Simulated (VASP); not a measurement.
BeS: single point with PBE

BeS:

```
Be S
1.0
     0.00000    2.36271    2.36271
     2.36271    0.00000    2.36271
     2.36271    2.36271    0.00000
Be S
1 1
Direct
  0.75000 0.75000 0.75000
  0.00000 0.00000 0.00000
```

This cell differs from its parent crystal: volume scaled by 0.91.

```
Program             : VASP 6.6.1
Task                : single point
Functional          : PBE
Potentials or basis : VASP PAW PBE potentials, release 64 (Be, S)
Cutoff              : 520 eV
k mesh              : 8 × 8 × 8
Occupations         : gaussian, width 0.02 eV
Spin                : no spin polarisation
```

* Pressure: 10.5 GPa
* Band gap on the k mesh: 2.92 eV, indirect (least direct gap 5.62 eV)

Levels at points of the mesh, in eV from the valence-band top:
```csv
k point,band 1,band 2,band 3,band 4,band 5,band 6,band 7,band 8
"(0.00, 0.00, 0.00)",-14.24,0.00,0.00,0.00,5.62,5.62,5.62,6.57
"(0.50, 0.00, 0.00)",-12.41,-6.31,-1.15,-1.15,5.76,6.53,6.53,11.56
"(0.50, 0.50, 0.00)",-11.79,-5.44,-2.92,-2.92,2.92,4.83,13.42,13.42
```

Run time: 12 s on 1 thread of Intel(R) Xeon(R) Platinum 8259CL CPU @ 2.50GHz (Skylake/Cascade Lake), with other jobs on the host, peak memory 0.15 GiB.

 A k mesh can miss the band edges.
